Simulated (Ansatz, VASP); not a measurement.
Sc2GaAs3: VASP beside Ansatz

```
CELL_PARAMETERS angstrom
2.99156 1.72718 3.99768
-2.99156 1.72718 3.99768
0.00000 -3.45436 3.99768
ATOMIC_POSITIONS crystal
Sc 0.65362 0.65362 0.65362
Sc 0.34638 0.34638 0.34638
Ga 0.00000 0.00000 0.00000
As 0.00000 0.00000 0.50000
As 0.50000 0.00000 0.00000
As 0.00000 0.50000 0.00000
```

Change from the starting cell: species swapped into the Er2GeRh3 type (R-3m, No. 166).

Alike in both runs: functional PBE; k mesh 6 × 6 × 6; occupations gaussian, width 0.1 eV; no spin polarisation.

Ansatz relaxed the structure, and its values are those at the end. VASP's run is a single point on that final structure, the one shown.

|  | VASP | Ansatz |
| --- | --- | --- |
| version | VASP 6.6.1 | Ansatz 0.2.0 |
| potentials or method | VASP PAW PBE potentials, release 64 (Sc_sv, Ga_d, As), cutoff 500 eV | scalar-relativistic, plane waves, PAW |
| valence electrons in the cell | 50 | 80 |

Ansatz gave:

* gap on the k mesh at the Fermi level (eV): none
* pressure (GPa): 0.1
* rms of the force components (eV/Å): 0.009

Task: What did VASP give for the same quantities?

Result: gap on the k mesh at the Fermi level (eV): none; pressure (GPa): 0.3; rms of the force components (eV/Å): 0.016.

A gap of «none» marks a metal or a gap that the smearing closes. The functional is the same, so the differences come from potentials, cutoffs and numerics. VASP's potentials hold 50 valence electrons a cell and Ansatz's 80, so a difference there can come from the potentials and not from the codes.
